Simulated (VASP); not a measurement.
# CaO (Fmmm) in VASP: further runs

The runs below take CaO through single point, with PBE.

Program: VASP 6.6.1. These are calculated values, not measurements. Logs are shortened: lines on timing, memory, paths and dates and some standing lists are left out, and cuts for length are marked.

### Step 1. The cell of the first run

Symmetry: Fmmm, No. 69, orthorhombic system. The conventional cell has a = 4.800 Å, b = 4.898 Å, c = 4.996 Å, α = 90.00°, β = 90.00°, γ = 90.00°. Ca (site symmetry mmm) has 6 O at 2.40 to 2.50 Å within 3.2 Å. O (site symmetry mmm) has 6 Ca at 2.40 to 2.50 Å within 3.2 Å.

### Step 2. Single point, PBE (strain -0.0200 x Voigt [1, -1, 0, 0, 0, 0])

Input file INCAR:

```
SYSTEM = CaO
PREC = Accurate
ENCUT = 520
EDIFF = 1E-6
ISMEAR = 0
SIGMA = 0.05
LREAL = .False.
LASPH = .True.
NELM = 80
ALGO = Normal
ISIF = 2
LWAVE = .False.
LCHARG = .False.
GGA = PE
NBANDS = 15
```

Input file KPOINTS:

```
Automatic mesh
0
Gamma
  8 8 8
  0 0 0
```

Input file POSCAR:

```
CaO
1.0
    0.0000000000      2.4979800000      2.4490000000
    2.4000200000      0.0000000000      2.4490000000
    2.4000200000      2.4979800000      0.0000000000
Ca O
1 1
Direct
    0.0000000000      0.0000000000      0.0000000000
    0.5000000000      0.5000000000      0.5000000000
```

Potentials or basis: VASP PAW PBE potentials, release 64 (Ca_sv, O).

The run is started by

```console
cat potpaw_PBE.64/Ca_sv/POTCAR potpaw_PBE.64/O/POTCAR > POTCAR
mpirun -np 1 vasp_std > vasp.out
```

OUTCAR:

```text
SYSTEM = CaO
   PREC = Accurate
   ENCUT = 520
   EDIFF = 1E-6
   ISMEAR = 0
   LREAL = .False.
   LASPH = .True.
   NELM = 80
   ISIF = 2
   GGA = PE

 ion  position               nearest neighbor table
   1  0.000  0.000  0.000-   2 2.40   2 2.40   2 2.45   2 2.45   2 2.50   2 2.50
   2  0.500  0.500  0.500-   1 2.40   1 2.40   1 2.45   1 2.45   1 2.50   1 2.50

  LATTYP: Found a face centered orthorhombic cell.
 ALAT       =     4.8000400000
 B/A-ratio  =     1.0204081633
 C/A-ratio  =     1.0408163265

  Lattice vectors:

 A1 = (   0.0000000000,   2.4979800000,  -2.4490000000)
 A2 = (   2.4000200000,   2.4979800000,   0.0000000000)
 A3 = (   2.4000200000,   0.0000000000,  -2.4490000000)

Analysis of symmetry for initial positions (statically):
=====================================================================
 Subroutine PRICEL returns:
 Original cell was already a primitive cell.

 Routine SETGRP: Setting up the symmetry group for a
 face centered orthorhombic supercell.

 Subroutine GETGRP returns: Found  8 space group operations
 (whereof  8 operations were pure point group operations)
 out of a pool of  8 trial point group operations.

The static configuration has the point symmetry D_2h.

Analysis of symmetry for dynamics (positions and initial velocities):
=====================================================================
 Subroutine PRICEL returns:
 Original cell was already a primitive cell.

 Routine SETGRP: Setting up the symmetry group for a
 face centered orthorhombic supercell.

 Subroutine GETGRP returns: Found  8 space group operations
 (whereof  8 operations were pure point group operations)
 out of a pool of  8 trial point group operations.

The dynamic configuration has the point symmetry D_2h.

 Subroutine INISYM returns: Found  8 space group operations
 (whereof  8 operations are pure point group operations),
 and found     1 'primitive' translations

----------------------------------------------------------------------------------------

                                     Primitive cell

  volume of cell :      29.3645

  direct lattice vectors                    reciprocal lattice vectors
     0.000000000  2.497980000  2.449000000    -0.208331597  0.200161731  0.204164965
     2.400020000  0.000000000  2.449000000     0.208331597 -0.200161731  0.204164965
     2.400020000  2.497980000  0.000000000     0.208331597  0.200161731 -0.204164965

  length of vectors
     3.498214556  3.428949839  3.464101627     0.353765609  0.353765609  0.353765609

  position of ions in fractional coordinates (direct lattice)
     0.000000000  0.000000000  0.000000000
     0.500000000  0.500000000  0.500000000

  ion indices of the primitive-cell ions
   primitive index   ion index
                 1           1
                 2           2

----------------------------------------------------------------------------------------

 KPOINTS: Automatic mesh

Automatic generation of k-mesh.
 Grid dimensions read from file:
 generate k-points for:    8    8    8

 Generating k-lattice:

  Cartesian coordinates                     Fractional coordinates (reciprocal lattice)
    -0.026041450  0.025020216  0.025520621     0.125000000  0.000000000  0.000000000
     0.026041450 -0.025020216  0.025520621     0.000000000  0.125000000 -0.000000000
     0.026041450  0.025020216 -0.025520621     0.000000000 -0.000000000  0.125000000

  Length of vectors
     0.044220701  0.044220701  0.044220701

  Shift w.r.t. Gamma in fractional coordinates (k-lattice)
     0.000000000  0.000000000  0.000000000

 Subroutine IBZKPT returns following result:
 ===========================================

 Found     95 irreducible k-points:

 Following reciprocal coordinates:
            Coordinates               Weight
  0.000000  0.000000  0.000000      1.000000
  0.125000  0.000000  0.000000      8.000000
  0.250000  0.000000  0.000000      8.000000
  0.375000  0.000000  0.000000      8.000000
  0.500000  0.000000  0.000000      4.000000
  0.125000  0.125000  0.000000      2.000000
[... 16 lines left out ...]
  0.250000  0.000000  0.125000      8.000000
  0.375000  0.000000  0.125000      8.000000
 [... further k-points ...]
   k-points           NKPTS =     95   k-points in BZ     NKDIM =     95   number of bands    NBANDS=     15
   number of dos      NEDOS =    301   number of ions     NIONS =      2
   total plane-waves  NPLWV =  21952
   dimension x,y,z NGX =    28 NGY =   28 NGZ =   28
   dimension x,y,z NGXF=    56 NGYF=   56 NGZF=   56
   ions per type =               1   1
   NGX,Y,Z   is equivalent  to a cutoff of  13.31, 13.58, 13.44 a.u.
   NGXF,Y,Z  is equivalent  to a cutoff of  26.61, 27.15, 26.87 a.u.
 SYSTEM =  CaO
   PREC   = accura    normal or accurate (medium, high low for compatibility)
   ISTART =      0    job   : 0-new  1-cont  2-samecut
   ICHARG =      2    charge: 1-file 2-atom 10-const
   ISPIN  =      1    spin polarized calculation?
   LNONCOLLINEAR =      F non collinear calculations
   LSORBIT =      F    spin-orbit coupling
   LASPH  =      T    aspherical Exc in radial PAW
   ENCUT  =  520.0 eV  38.22 Ry    6.18 a.u.   6.50  6.38  6.44*2*pi/ulx,y,z
   NELM   =     80;   NELMIN=  2; NELMDL= -5     # of ELM steps
   EDIFF  = 0.1E-05   stopping-criterion for ELM
   LREAL  =      F    real-space projection
   EDIFFG = 0.1E-04   stopping-criterion for IOM
   NSW    =      0    number of steps for IOM
   IBRION =     -1    ionic relax: 0-MD 1-quasi-New 2-CG
   NFREE  =      0    steps in history (QN), initial steepest desc. (CG)
   ISIF   =      2    stress and relaxation
   ISYM   =      2    0-nonsym 1-usesym 2-fastsym
   POTIM  = 0.5000    time-step for ionic-motion
   TEBEG  =    0.0;   TEEND  =   0.0 temperature during run
   PSTRESS=    0.0 pullay stress
   NELECT =      16.0000    total number of electrons
   NUPDOWN=      -1.0000    fix difference up-down
   EMIN   =  10.00;   EMAX   =-10.00  energy-range for DOS
   EFERMI =   0.00;   METHOD = LEGACY
   ISMEAR =     0;   SIGMA  =   0.05  broadening in eV -4-tet -1-fermi 0-gaus
   EFERMI_NEDOS =   21; number of points for ismear=-14 and -15
   IALGO  =     38    algorithm
   IMIX   =      4    mixing-type and parameters
     AMIX     =   0.40;   BMIX     =  1.00
     AMIX_MAG =   1.60;   BMIX_MAG =  1.00
  volume/ion in A,a.u.               =      14.68        99.08
  Fermi-wavevector in a.u.,A,eV,Ry     =   1.337131  2.526811 24.326119  1.787919
  Thomas-Fermi vector in A             =   2.465704
   LORBIT       =      0    0 simple, 1 ext, 2 COOP (PROOUT), +10 PAW based schemes
   GGA     = PE    functional components
   LHFCALC =     F    Hartree Fock is set to
   AEXX    =    0.0000 exact exchange contribution
   IVDW    =     0    specifies the selected vdW correction
   LEPSILON=     F    determine dielectric tensor
   LRPA    =     F    only Hartree local field effects (RPA)
 non-spin polarized calculation
 Gauss-broadening in eV      SIGMA  =   0.05
  energy-cutoff  :      520.00
  volume of cell :       29.36
 maximum number of plane-waves:       813
 NGX is ok and might be reduce to    28
   NGX = 13   NGY = 13   NGZ = 13

 number of electron      16.0000004 magnetization

 Free energy of the ion-electron system (eV)
  ---------------------------------------------------
  ext. energy  EPLUGINS =         0.00000000
  ---------------------------------------------------
  free energy    TOTEN  =       -12.78651631 eV

  energy without entropy =      -12.78651631  energy(sigma->0) =      -12.78651631

 E-fermi :   2.3882     XC(G=0): -10.2025

 val. band max:        2.0811684096   @ k =   0.0000   0.0000   0.0000
 cond. band min:       5.6267932517   @ k =   0.0000   0.5000   0.5000
 fundamental gap:      3.5456248422
 Fermi energy:         2.3882385920

 k-point     1 :       0.0000    0.0000    0.0000
  band No.  band energies     occupation
      1     -35.8254      2.00000
      2     -16.6447      2.00000
      3     -16.6249      2.00000
      4     -16.6099      2.00000
      5     -13.3867      2.00000
      6       2.0043      2.00000
      7       2.0385      2.00000
      8       2.0812      2.00000
      9       6.2796      0.00000
     10       8.0048      0.00000
     11       8.1324      0.00000
     12       8.2555      0.00000
     13       9.4048      0.00000
     14       9.7064      0.00000
     15      16.7709      0.00000

 k-point     2 :       0.1250    0.0000    0.0000
  band No.  band energies     occupation
      1     -35.8138      2.00000
      2     -16.7861      2.00000
      3     -16.6460      2.00000
      4     -16.6214      2.00000
      5     -13.2133      2.00000
      6       1.5216      2.00000
      7       1.8324      2.00000
      8       1.8693      2.00000
      9       6.9491      0.00000
     10       8.0693      0.00000
     11       8.3276      0.00000
     12       8.4449      0.00000
     13       9.7334      0.00000
     14      10.0512      0.00000
     15      17.2797      0.00000

 k-point     3 :       0.2500    0.0000    0.0000
  band No.  band energies     occupation
      1     -35.7856      2.00000
      2     -17.1211      2.00000
      3     -16.6685      2.00000
      4     -16.6331      2.00000
      5     -12.8436      2.00000
      6       0.5710      2.00000
      7       1.4281      2.00000
      8       1.4467      2.00000
      9       8.1091      0.00000
     10       8.3950      0.00000
     11       8.9913      0.00000
     12       9.0517      0.00000
     13      10.5301      0.00000
     14      10.8785      0.00000
     15      17.3825      0.00000
[... 343 lines left out ...]
 k-point    23 :       0.2500    0.0000    0.1250
  band No.  band energies     occupation
      1     -35.7892      2.00000
      2     -17.0034      2.00000
      3     -16.6738      2.00000
      4     -16.6615      2.00000
      5     -12.9876      2.00000
      6       0.6656      2.00000
      7       1.6209      2.00000
      8       1.7269      2.00000
      9       7.4227      0.00000
     10       8.1247      0.00000
     11       9.1664      0.00000
     12       9.2874      0.00000
     13      10.2427      0.00000
     14      10.7354      0.00000
     15      17.9388      0.00000

 k-point    24 :       0.3750    0.0000    0.1250
  band No.  band energies     occupation
      1     -35.7610      2.00000
      2     -17.2740      2.00000
      3     -16.7106      2.00000
      4     -16.6758      2.00000
      5     -12.6924      2.00000
      6       0.1118      2.00000
      7       1.1479      2.00000
      8       1.3401      2.00000
      9       7.8264      0.00000
     10       9.2321      0.00000
     11       9.8594      0.00000
     12       9.9446      0.00000
     13      11.1129      0.00000
     14      11.5193      0.00000
     15      16.6220      0.00000

 [... further k-points ...]
[... 5 lines left out ...]
  --------------------------------------------------------------------------------------
  -------------------------------------------------------------------------------------
  Total       -0.1464365     -1.0133655     -0.6351013      0.0000000      0.0000000      0.0000000
  in kB       -7.9898241    -55.2909570    -34.6522153      0.0000000      0.0000000      0.0000000
  external PRESSURE =     -32.6443321 kB  Pullay stress =       0.0000000 kB

 VOLUME and BASIS-vectors are now :
 -----------------------------------------------------------------------------
  energy-cutoff  :      520.00
  volume of cell :       29.36
      direct lattice vectors                 reciprocal lattice vectors
     0.000000000  2.497980000  2.449000000    -0.208331597  0.200161731  0.204164965
     2.400020000  0.000000000  2.449000000     0.208331597 -0.200161731  0.204164965
     2.400020000  2.497980000  0.000000000     0.208331597  0.200161731 -0.204164965

 POSITION                                       TOTAL-FORCE (eV/Angst)
 -----------------------------------------------------------------------------------
      0.00000      0.00000      0.00000        -0.000000      0.000000      0.000000
      2.40002      2.49798      2.44900         0.000000     -0.000000     -0.000000
 -----------------------------------------------------------------------------------
    total drift:                                0.000000      0.000000      0.000000

  FREE ENERGIE OF THE ION-ELECTRON SYSTEM (eV)
  ---------------------------------------------------
  free  energy   TOTEN  =       -12.7865163053 eV

  energy  without entropy=      -12.7865163053  energy(sigma->0) =      -12.78651631
```

It took 17 s on 1 thread of Intel Xeon 6975P-C (Granite Rapids), shared host; peak memory 0.18 GiB.

Results:

```yaml
Free_energy: -12.7865 eV
Pressure: -3.3 GPa
Band_gap_on_the_k_mesh: 3.55 eV, indirect (least direct gap 4.00 eV)
```

Stress tensor (GPa, compression positive):
```
-0.80  0.00  0.00
 0.00 -5.53  0.00
 0.00  0.00 -3.47
```

Caveat: the cell differs from its parent crystal (strain -0.0200 x Voigt [1, -1, 0, 0, 0, 0]). A k mesh can miss the band edges.

### Step 3. Single point, PBE (strain +0.0100 x Voigt [1, -1, 0, 0, 0, 0])

Input file INCAR:

```
PREC = Accurate ; ENCUT = 520
EDIFF = 1E-6 ; ISMEAR = 0
SIGMA = 0.05 ; LREAL = False
LASPH = True ; NELM = 80
ALGO = Normal ; ISIF = 2
LWAVE = False ; LCHARG = False
GGA = PE ; NBANDS = 15
```

Input file KPOINTS:

```
Automatic mesh
0
Gamma
  8 8 8
```

Input file POSCAR:

```
CaO
1.0
    0.0000000000      2.4245100000      2.4490000000
    2.4734900000      0.0000000000      2.4490000000
    2.4734900000      2.4245100000      0.0000000000
Ca O
1 1
Direct
    0.0000000000      0.0000000000      0.0000000000
    0.5000000000      0.5000000000      0.5000000000
```

Potentials or basis: VASP PAW PBE potentials, release 64 (Ca_sv, O).

The run is started by

```console
cat potpaw_PBE.64/Ca_sv/POTCAR potpaw_PBE.64/O/POTCAR > POTCAR
mpirun -np 1 vasp_std > vasp.out
```

Run time: 17 s. Hardware: 1 thread of Intel Xeon 6975P-C (Granite Rapids), shared host; peak memory 0.18 GiB.

It converged, with:

- Free energy: -12.7928 eV
- Pressure: -3.5 GPa
- Band gap on the k mesh: 3.59 eV, indirect (least direct gap 4.01 eV)

Stress tensor (GPa, compression positive):
```
-4.63  0.00  0.00
 0.00 -2.29  0.00
 0.00  0.00 -3.54
```

Levels at points of the mesh, in eV from the valence-band top:
| k point | band 4 | band 5 | band 6 | band 7 | band 8 | band 9 | band 10 | band 11 | band 12 | band 13 |
| --- | --- | --- | --- | --- | --- | --- | --- | --- | --- | --- |
| (0.00, 0.00, 0.00) | -18.68 | -15.44 | -0.04 | -0.02 | 0.00 | 4.24 | 6.00 | 6.06 | 6.13 | 7.40 |
| (0.50, 0.00, 0.00) | -18.73 | -14.46 | -2.53 | -1.12 | -1.12 | 6.77 | 8.02 | 8.04 | 8.05 | 9.85 |
| (0.50, 0.50, 0.00) | -18.88 | -15.21 | -1.34 | -0.42 | -0.39 | 3.63 | 7.60 | 8.56 | 9.07 | 9.20 |
| (0.50, 0.00, 0.50) | -18.89 | -15.21 | -1.29 | -0.43 | -0.42 | 3.59 | 7.62 | 8.55 | 9.10 | 9.17 |
| (0.00, 0.50, 0.50) | -18.87 | -15.21 | -1.39 | -0.39 | -0.37 | 3.66 | 7.60 | 8.56 | 9.10 | 9.16 |

Caveat: the cell differs from its parent crystal (strain +0.0100 x Voigt [1, -1, 0, 0, 0, 0]). A k mesh can miss the band edges.
